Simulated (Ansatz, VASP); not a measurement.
**FeO in VASP and in Ansatz**

Contents of INCAR:

```
ALGO     = Normal         # electronic algorithm
EDIFF    = 1E-6           # SCF threshold, eV
ENCUT    = 600            # plane-wave cutoff, eV
GGA      = PS             # functional
GGA_COMPAT= False        
ISIF     = 2              # what is computed and relaxed
ISMEAR   = -1             # smearing method
ISPIN    = 2              # spin polarisation
LASPH    = True           # aspherical terms in the spheres
LCHARG   = True           # write CHGCAR
LELF     = True           # ELF
LMAXMIX  = 4              # l up to which the mixer works
LORBIT   = 11             # projections on sites
LREAL    = False          # projectors in reciprocal space
LVHAR    = True         
LWAVE    = False          # write WAVECAR
MAGMOM   = 3 0            # initial moments
NBANDS   = 18             # bands
NELM     = 200            # most SCF steps
PREC     = Accurate       # precision mode
SIGMA    = 0.05           # smearing width, eV
```

Contents of KPOINTS:

```
k-points
0
Gamma
  6 6 6
```

File POSCAR:

```
FeO
1.0
    0.0000000000      2.1554001600      2.1554001600
    2.1554001600      0.0000000000      2.1554001600
    2.1554001600      2.1554001600      0.0000000000
Fe O
1 1
Direct
    0.0000000000      0.0000000000      0.0000000000
    0.5000000000      0.5000000000      0.5000000000
```

File input.yaml:

```yaml
crystal:
  lattice:
    - [0.0, 2.15540016, 2.15540016]
    - [2.15540016, 0.0, 2.15540016]
    - [2.15540016, 2.15540016, 0.0]
  atoms:
    - { symbol: Fe, position: [0.0, 0.0, 0.0], spin: 3.0 }
    - { symbol: O, position: [0.5, 0.5, 0.5] }
hamiltonian:
  xc: pbesol
  pseudopotentials: { kind: paw }
magnetization:
  spin_polarized: true
kpoints:
  mp_grid: { grid: [6, 6, 6] }
  band_path:
    path:
      - [[0.0, 0.0, 0.0], [0.5, 0.0, 0.5], [0.5, 0.25, 0.75], [0.375, 0.375, 0.75], [0.0, 0.0, 0.0], [0.5, 0.5, 0.5], [0.625, 0.25, 0.625], [0.5, 0.25, 0.75], [0.5, 0.5, 0.5], [0.375, 0.375, 0.75]]
      - [[0.625, 0.25, 0.625], [0.5, 0.0, 0.5]]
    npoints: 14
scf:
  occupations: { method: fermi_dirac, width: 0.05 }
  n_extra_bands: 6
output:
  forces: true
  stress: true
  eigenvalues: true
  fatbands: false
```

Alike in both runs: functional PBEsol; k mesh 6 × 6 × 6; occupations fermi-dirac, width 0.05 eV; collinear spin.

|  | VASP | Ansatz |
| --- | --- | --- |
| version | VASP 6.6.1 | Ansatz 0.2.0 |
| potentials or method | VASP PAW PBE potentials, release 64 (Fe, O) | Ansatz PAW |
| plane-wave cutoff (eV) | 600 | 420 |
| valence electrons in the cell | 14 | 22 |
| task | single point | band structure |

```tsv
	VASP	Ansatz	Ansatz less VASP
gap on the k mesh at the Fermi level (eV)	none	none	-
pressure (GPa)	-8.2	-8.2	-0.02
net moment per atom (μB)	2.00	2.00	+0.001
size of the moment on the site where the two differ most (μB)	3.62	3.45	-0.171
```

VASP's potentials were made for PBE, not for PBEsol. Site moments also hang on the region over which each program counts them. A gap of «none» marks a metal or a gap that the smearing closes. VASP's potentials hold 14 valence electrons a cell and Ansatz's 22, so a difference there can come from the potentials and not from the codes.

The k mesh is coarse, so the values compare programs but aren't converged.
